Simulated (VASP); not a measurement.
The system is Li5Ge.

```xyz
6
Lattice="4.3070 0.0000 0.0000 0.0000 4.3070 0.0000 0.0000 0.0000 5.0281" Properties=species:S:1:pos:R:3 pbc="T T T"
Li    0.0000    2.1535    1.0775
Li    2.1535    0.0000    1.0775
Li    0.0000    2.1535    3.9506
Li    2.1535    0.0000    3.9506
Li    2.1535    2.1535    2.5140
Ge    0.0000    0.0000    2.5140
```

The cell was built from a structure type or drawn by symmetry, and may not be a known phase.

* Program: VASP 6.6.1
* Task: relaxation of cell and atoms
* Functional: PBE
* Potentials or basis: VASP PAW PBE potentials, release 64 (Li_sv, Ge_d)
* Cutoff: 600 eV
* k mesh: 4 × 4 × 4
* Occupations: gaussian, width 0.1 eV
* Spin: no spin polarisation

At the start: pressure 3.1 GPa; volume 15.55 Å³/atom.

Task: Where does the relaxation end?

Result: Over 4 steps the energy falls by 86.3 meV/atom and the volume is 17.97 Å³/atom (+15.6 %); space group P4/mmm (No. 123, to 0.1 Å) before and after.

The path:
| step | energy change (eV) | largest force (eV/Å) | pressure (GPa) | volume (Å³) |
| --- | --- | --- | --- | --- |
| 1 | 0.0000 | 0.5360 | 3.09 | 93.27 |
| 2 | -0.2606 | 0.3247 | 2.02 | 97.31 |
| 3 | -0.5000 | 0.0826 | 0.44 | 105.30 |
| 4 | -0.5181 | 0.0380 | 0.04 | 107.84 |

Final structure:
```
Li Ge
1.0
     4.28679    0.00000    0.00000
     0.00000    4.28679    0.00000
     0.00000    0.00000    5.86819
Li Ge
5 1
Direct
  0.00000 0.50000 0.23212
  0.50000 0.00000 0.23212
  0.00000 0.50000 0.76788
  0.50000 0.00000 0.76788
  0.50000 0.50000 0.50000
  0.00000 0.00000 0.50000
```

Caveat: the k points lie up to 0.37 Å⁻¹ apart in the final cell, too coarse for converged energies and pressures of a metal; the cutoff is under 1.25 times the usual one of these potentials, so pressure, stress and relaxed cells hold a basis-set (Pulay) error; the volume moved by over 15 % at a fixed basis, so the end points are rough.
